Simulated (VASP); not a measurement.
# FeO (Wuestite) (Fm-3m) in VASP: notebook, part 2 of 2

VASP 6.6.1. The steps go on from the part before.

## (3) Single point, BLYP, collinear spin, ferromagnetic start

This run uses another cell than the first one, of 10.39 Å³/atom, 1.016 times its volume.

Contents of INCAR:

```
  AGGAC = 1.0
  AGGAX = 1.0
  ALDAC = 0.0
  ALDAX = 1.0
  ALGO = Normal
  EDIFF = 1E-6
  ENCUT = 520
  GGA = B5
  ISIF = 2
  ISMEAR = -1
  ISPIN = 2
  LASPH = True
  LCHARG = True
  LELF = True
  LMAXMIX = 4
  LORBIT = 11
  LREAL = False
  LVHAR = True
  LWAVE = False
  MAGMOM = 3 0
  NBANDS = 18
  NELM = 150
  PREC = Accurate
  SIGMA = 0.05
```

Contents of KPOINTS:

```
k-points
0
Gamma
  8 8 8
```

Contents of POSCAR:

```
FeO
1.0
    0.0000000000      2.1820265653      2.1820265653
    2.1820265653      0.0000000000      2.1820265653
    2.1820265653      2.1820265653      0.0000000000
Fe O
1 1
Direct
    0.0000000000      0.0000000000      0.0000000000
    0.5000000000      0.5000000000      0.5000000000
```

Potentials or basis: VASP PAW PBE potentials, release 64 (Fe, O).

Run with:

```sh
$ cat potpaw_PBE.64/Fe/POTCAR potpaw_PBE.64/O/POTCAR > POTCAR
$ mpirun -np 1 vasp_std > vasp.out
```

OUTCAR:

```text
EDIFF = 1E-6
   ENCUT = 520
   GGA = B5
   ISIF = 2
   ISMEAR = -1
   ISPIN = 2
   LASPH = True
   LORBIT = 11
   LREAL = False
   NELM = 150
   PREC = Accurate

 ion  position               nearest neighbor table
   1  0.000  0.000  0.000-   2 2.18   2 2.18   2 2.18   2 2.18   2 2.18   2 2.18
   2  0.500  0.500  0.500-   1 2.18   1 2.18   1 2.18   1 2.18   1 2.18   1 2.18

  LATTYP: Found a face centered cubic cell.
 ALAT       =     4.3640531306

  Lattice vectors:

 A1 = (   0.0000000000,   2.1820265653,   2.1820265653)
 A2 = (   2.1820265653,   0.0000000000,   2.1820265653)
 A3 = (   2.1820265653,   2.1820265653,   0.0000000000)

Analysis of symmetry for initial positions (statically):
=====================================================================
 Subroutine PRICEL returns:
 Original cell was already a primitive cell.

 Routine SETGRP: Setting up the symmetry group for a
 face centered cubic supercell.

 Subroutine GETGRP returns: Found 48 space group operations
 (whereof 48 operations were pure point group operations)
 out of a pool of 48 trial point group operations.

The static configuration has the point symmetry O_h .

Analysis of symmetry for dynamics (positions and initial velocities):
=====================================================================
 Subroutine PRICEL returns:
 Original cell was already a primitive cell.

 Routine SETGRP: Setting up the symmetry group for a
 face centered cubic supercell.

 Subroutine GETGRP returns: Found 48 space group operations
 (whereof 48 operations were pure point group operations)
 out of a pool of 48 trial point group operations.

The dynamic configuration has the point symmetry O_h .

Analysis of structural, dynamic, and magnetic symmetry:
=====================================================================
 Subroutine PRICEL returns:
 Original cell was already a primitive cell.

 Routine SETGRP: Setting up the symmetry group for a
 face centered cubic supercell.

 Subroutine GETGRP returns: Found 48 space group operations
 (whereof 48 operations were pure point group operations)
 out of a pool of 48 trial point group operations.

The overall configuration has the point symmetry O_h .

 Subroutine INISYM returns: Found 48 space group operations
 (whereof 48 operations are pure point group operations),
 and found     1 'primitive' translations

----------------------------------------------------------------------------------------

                                     Primitive cell

  volume of cell :      20.7783

  direct lattice vectors                    reciprocal lattice vectors
     0.000000000  2.182026565  2.182026565    -0.229144781  0.229144781  0.229144781
     2.182026565  0.000000000  2.182026565     0.229144781 -0.229144781  0.229144781
     2.182026565  2.182026565  0.000000000     0.229144781  0.229144781 -0.229144781

  length of vectors
     3.085851562  3.085851562  3.085851562     0.396890403  0.396890403  0.396890403

  position of ions in fractional coordinates (direct lattice)
     0.000000000  0.000000000  0.000000000
     0.500000000  0.500000000  0.500000000

  ion indices of the primitive-cell ions
   primitive index   ion index
                 1           1
                 2           2
[... 57 lines left out ...]
   dimension x,y,z NGX =    24 NGY =   24 NGZ =   24
   dimension x,y,z NGXF=    48 NGYF=   48 NGZF=   48
   ions per type =               1   1
   NGX,Y,Z   is equivalent  to a cutoff of  12.93, 12.93, 12.93 a.u.
   NGXF,Y,Z  is equivalent  to a cutoff of  25.86, 25.86, 25.86 a.u.
 SYSTEM =  unknown system
   PREC   = accura    normal or accurate (medium, high low for compatibility)
   ISTART =      0    job   : 0-new  1-cont  2-samecut
   ICHARG =      2    charge: 1-file 2-atom 10-const
   ISPIN  =      2    spin polarized calculation?
   LNONCOLLINEAR =      F non collinear calculations
   LSORBIT =      F    spin-orbit coupling
   LASPH  =      T    aspherical Exc in radial PAW
   ENCUT  =  520.0 eV  38.22 Ry    6.18 a.u.   5.74  5.74  5.74*2*pi/ulx,y,z
   NELM   =    150;   NELMIN=  2; NELMDL= -5     # of ELM steps
   EDIFF  = 0.1E-05   stopping-criterion for ELM
   LREAL  =      F    real-space projection
   EDIFFG = 0.1E-04   stopping-criterion for IOM
   NSW    =      0    number of steps for IOM
   IBRION =     -1    ionic relax: 0-MD 1-quasi-New 2-CG
   NFREE  =      0    steps in history (QN), initial steepest desc. (CG)
   ISIF   =      2    stress and relaxation
   ISYM   =      2    0-nonsym 1-usesym 2-fastsym
   POTIM  = 0.5000    time-step for ionic-motion
   TEBEG  =    0.0;   TEEND  =   0.0 temperature during run
   PSTRESS=    0.0 pullay stress
   NELECT =      14.0000    total number of electrons
   NUPDOWN=      -1.0000    fix difference up-down
   EMIN   =  10.00;   EMAX   =-10.00  energy-range for DOS
   EFERMI =   0.00;   METHOD = LEGACY
   ISMEAR =    -1;   SIGMA  =   0.05  broadening in eV -4-tet -1-fermi 0-gaus
   EFERMI_NEDOS =   21; number of points for ismear=-14 and -15
   IALGO  =     38    algorithm
   IMIX   =      4    mixing-type and parameters
     AMIX     =   0.40;   BMIX     =  1.00
     AMIX_MAG =   1.60;   BMIX_MAG =  1.00
  volume/ion in A,a.u.               =      10.39        70.11
  Fermi-wavevector in a.u.,A,eV,Ry     =   1.435206  2.712145 28.025489  2.059815
  Thomas-Fermi vector in A             =   2.554530
   LORBIT       =     11    0 simple, 1 ext, 2 COOP (PROOUT), +10 PAW based schemes
   GGA     = B5    functional components
   LHFCALC =     F    Hartree Fock is set to
   AEXX    =    0.0000 exact exchange contribution
   IVDW    =     0    specifies the selected vdW correction
   LEPSILON=     F    determine dielectric tensor
   LRPA    =     F    only Hartree local field effects (RPA)
 spin polarized calculation
  energy-cutoff  :      520.00
  volume of cell :       20.78
 maximum number of plane-waves:       568
   NGX = 11   NGY = 11   NGZ = 11

 number of electron      14.0000002 magnetization       3.9996013

 Free energy of the ion-electron system (eV)
  ---------------------------------------------------
  ext. energy  EPLUGINS =         0.00000000
  ---------------------------------------------------
  free energy    TOTEN  =       -13.89371727 eV

  energy without entropy =      -13.87899094  energy(sigma->0) =      -13.88635410

 E-fermi :   6.0856     XC(G=0): -11.3787

 val. band max:        6.0770306134   @ k =  -0.3750   0.2500   0.0000
 cond. band min:       6.0911017160   @ k =  -0.2500   0.3750   0.1250
 fundamental gap:      0.0140711026
 Fermi energy:         6.0856412605

 spin component 1

 k-point     1 :       0.0000    0.0000    0.0000
  band No.  band energies     occupation
      1     -14.1620      1.00000
      2       2.4086      1.00000
      3       2.4086      1.00000
      4       2.4086      1.00000
      5       2.4714      1.00000
      6       2.4714      1.00000
[... 493 lines left out ...]
     17      32.4951      0.00000
     18      33.5916      0.00000

 [... further k-points ...]

 spin component 2

 k-point     1 :       0.0000    0.0000    0.0000
  band No.  band energies     occupation
      1     -13.6297      1.00000
      2       3.0365      1.00000
      3       3.0365      1.00000
      4       3.0365      1.00000
      5       5.3930      1.00000
      6       5.3932      1.00000
[... 493 lines left out ...]
     17      32.8306      0.00000
     18      34.2713      0.00000

 [... further k-points ...]
[... 5 lines left out ...]
  --------------------------------------------------------------------------------------
  -------------------------------------------------------------------------------------
  Total        0.0377591      0.0377591      0.0377591      0.0000000      0.0000000      0.0000000
  in kB        2.9115366      2.9115366      2.9115366      0.0000000      0.0000000      0.0000000
  external PRESSURE =       2.9115366 kB  Pullay stress =       0.0000000 kB

 VOLUME and BASIS-vectors are now :
 -----------------------------------------------------------------------------
  energy-cutoff  :      520.00
  volume of cell :       20.78
      direct lattice vectors                 reciprocal lattice vectors
     0.000000000  2.182026565  2.182026565    -0.229144781  0.229144781  0.229144781
     2.182026565  0.000000000  2.182026565     0.229144781 -0.229144781  0.229144781
     2.182026565  2.182026565  0.000000000     0.229144781  0.229144781 -0.229144781

 POSITION                                       TOTAL-FORCE (eV/Angst)
 -----------------------------------------------------------------------------------
      0.00000      0.00000      0.00000        -0.000000     -0.000000     -0.000000
      2.18203      2.18203      2.18203         0.000000      0.000000      0.000000
 -----------------------------------------------------------------------------------
    total drift:                                0.000000     -0.000000      0.000000

  FREE ENERGIE OF THE ION-ELECTRON SYSTEM (eV)
  ---------------------------------------------------
  free  energy   TOTEN  =       -13.8937172656 eV

  energy  without entropy=      -13.8789909399  energy(sigma->0) =      -13.88635410

 total charge

# of ion       s       p       d       tot
------------------------------------------
    1        0.274   0.327   6.099   6.700
    2        1.548   3.442   0.000   4.990
--------------------------------------------------
tot          1.822   3.769   6.099  11.690

 magnetization (x)

# of ion       s       p       d       tot
------------------------------------------
    1        0.022   0.017   3.561   3.600
    2        0.029   0.286   0.000   0.315
--------------------------------------------------
tot          0.052   0.302   3.561   3.915
```

stdout:

```text
POSCAR found type information on POSCAR FeO
 POSCAR found :  2 types and       2 ions
 scaLAPACK will be used
 -----------------------------------------------------------------------------
|                                                                             |
|                                                                             |
|     You enforced a specific xc type in the INCAR file but a different       |
|     I HOPE YOU KNOW WHAT YOU ARE DOING!                                     |
|                                                                             |
 -----------------------------------------------------------------------------

 LDA part: xc-table for (Slater(with rela. corr.)+VWN5), standard interpolation
 POSCAR, INCAR and KPOINTS ok, starting setup
 FFT: planning ... GRIDC
 FFT: planning ... GRID_SOFT
 FFT: planning ... GRID
 WAVECAR not read
 entering main loop
```

Run time: 46 s. Hardware: 1 thread of Intel Xeon 8259CL, shared host; peak memory 0.16 GiB.

Results:

```
Free energy                                           : -13.8937 eV
Pressure                                              : 0.3 GPa
Band gap on the k mesh                                : zero (filled and empty bands overlap)
Net moment                                            : 4.00 μB per cell
Site moments                                          : Fe +3.60; O +0.32 μB
Valence electrons inside the program's atomic spheres : Fe 6.70; O 4.99
```

Caveat: the PAW data sets were made with another functional, which shifts forces and pressure a little; a cell with one magnetic atom can't hold antiferromagnetic order, which such compounds often take; semilocal functionals often make such compounds metallic where correlation or magnetic order opens a gap, which also shifts bond lengths.

## (4) Comparison with measurements

Step 2. A measured gap of FeO is 2.4 eV (optical; quoted in “W\"ustite: Electric, thermodynamic and optical properties of FeO”, 2012, arxiv:1203.1201); the calculated 0.00 eV misses it by -2.40 eV. So large a miss can be the level of theory's own, or it may mean another phase, state or a wrong row. The value is that of revPBE on a finite k mesh, which can miss the band edges, without temperature or zero-point motion. Semilocal functionals fall short of measured gaps as a rule. The run's magnetic order (collinear spin, ferromagnetic start) needn't be the measured crystal's.

Step 3. A measured gap of FeO is 2.4 eV (optical; quoted in “W\"ustite: Electric, thermodynamic and optical properties of FeO”, 2012, arxiv:1203.1201); the calculated 0.00 eV misses it by -2.40 eV. So large a miss can be the level of theory's own, or it may mean another phase, state or a wrong row. The value is that of BLYP on a finite k mesh, which can miss the band edges, without temperature or zero-point motion. Semilocal functionals fall short of measured gaps as a rule. The run's magnetic order (collinear spin, ferromagnetic start) needn't be the measured crystal's.
